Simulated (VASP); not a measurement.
Write the native input for VASP 6.6.1 that does the following.

| Property | Result |
| --- | --- |
| Task | single point |
| Functional | PBE |
| Potentials or basis | VASP PAW PBE potentials, release 64 (Co) |
| Cutoff | 520 eV |
| k mesh | 11 × 11 × 3 |
| Occupations | fermi-dirac, width 0.15 eV |
| Spin | collinear spin, ferromagnetic start |
| Starting moments | [2.5, 2.5, 2.5, 2.5] μB |
| Dipole correction | no |
| Further INCAR settings | ALGO = Normal; EDIFF = 1e-06; NBANDS = 30 |

The structure of Co lies in POSCAR:

```
Co
1.0
    2.4923299658      0.0000000000      0.0000000000
   -1.2461649829      2.1584210618      0.0000000000
    0.0000000000      0.0000000000      8.1594994438
Co
4
Direct
    0.0000000000      0.0000000000      0.0000000000
    0.3333333333      0.6666666667      0.2500000000
    0.0000000000      0.0000000000      0.5000000000
    0.6666666667      0.3333333333      0.7500000000
```

These files were run (other wordings do the same):

INCAR

```
  ALGO = Normal
  EDIFF = 1E-6
  ENCUT = 520
  GGA = PE
  ISIF = 2
  ISMEAR = -1
  ISPIN = 2
  LASPH = True
  LCHARG = False
  LMAXMIX = 4
  LORBIT = 11
  LREAL = False
  LWAVE = False
  MAGMOM = 2.5 2.5 2.5 2.5
  NBANDS = 30
  NELM = 150
  PREC = Accurate
  SIGMA = 0.15
```

KPOINTS

```
k-points
0
Gamma
  11 11 3
```

Potentials or basis: VASP PAW PBE potentials, release 64 (Co).

Launch:

```sh
$ cat potpaw_PBE.64/Co/POTCAR > POTCAR
$ mpirun -np 1 vasp_std > vasp.out
```

Results of the run:

The pressure is -2.3 GPa, the net moment is 6.38 μB per cell and the site moments are Co +1.61, +1.62 (each value once) μB. The valence electrons inside the program's atomic spheres are Co 8.25.

Run time: 77 s on 1 thread of Intel(R) Xeon(R) Platinum 8488C (Sapphire Rapids), on a shared host, peak memory 0.21 GiB.
